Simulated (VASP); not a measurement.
Wanted: the native input for a VASP 6.6.1 run.

* Task: single point
* Functional: LDA
* Potentials or basis: VASP PAW PBE potentials, release 64 (Eu)
* Cutoff: 520 eV
* k mesh: 11 × 11 × 11
* Occupations: gaussian, width 0.3 eV
* Spin: collinear spin, ferromagnetic start
* Starting moments: [6.925] μB
* Dipole correction: no
* Further INCAR settings: ALGO = Normal; EDIFF = 1e-07; NBANDS = 18

The structure of Eu lies in POSCAR:

```
Eu
1.0
   -2.0544259245      2.0544259245      2.0544259245
    2.0544259245     -2.0544259245      2.0544259245
    2.0544259245      2.0544259245     -2.0544259245
Eu
1
Direct
    0.0000000000      0.0000000000      0.0000000000
```

One way to write it, as run:

INCAR

```
SYSTEM = Eu
ALGO     = Normal         ! electronic algorithm
EDIFF    = 1E-7           ! SCF threshold, eV
ENCUT    = 520            ! plane-wave cutoff, eV
GGA      = CA             ! functional
ISIF     = 2              ! what is computed and relaxed
ISMEAR   = 0              ! smearing method
ISPIN    = 2              ! spin polarisation
LASPH    = .TRUE.         ! aspherical terms in the spheres
LCHARG   = .FALSE.        ! write CHGCAR
LMAXMIX  = 6              ! l up to which the mixer works
LORBIT   = 11             ! projections on sites
LREAL    = .FALSE.        ! projectors in reciprocal space
LWAVE    = .FALSE.        ! write WAVECAR
MAGMOM   = 6.925          ! initial moments
NBANDS   = 18             ! bands
NELM     = 150            ! most SCF steps
PREC     = Accurate       ! precision mode
SIGMA    = 0.3            ! smearing width, eV
```

KPOINTS

```
k-points
0
G
  11 11 11
  0 0 0
```

Potentials or basis: VASP PAW PBE potentials, release 64 (Eu).

Command:

```sh
$ cat potpaw_PBE.64/Eu/POTCAR > POTCAR
$ mpirun -np 1 vasp_std > vasp.out
```

It gave:

* Pressure: -0.3 GPa
* Net moment: 7.13 μB per cell
* Site moments: Eu +6.63 μB
* Valence electrons inside the program's atomic spheres: Eu 14.71

Caveat: so wide a smearing shifts energies and pressures; the PAW data sets were made with another functional, which shifts forces and pressure a little.

Run time: 54 s on 1 thread of Intel(R) Xeon(R) 6975P-C (Granite Rapids), on a shared host, peak memory 0.19 GiB.
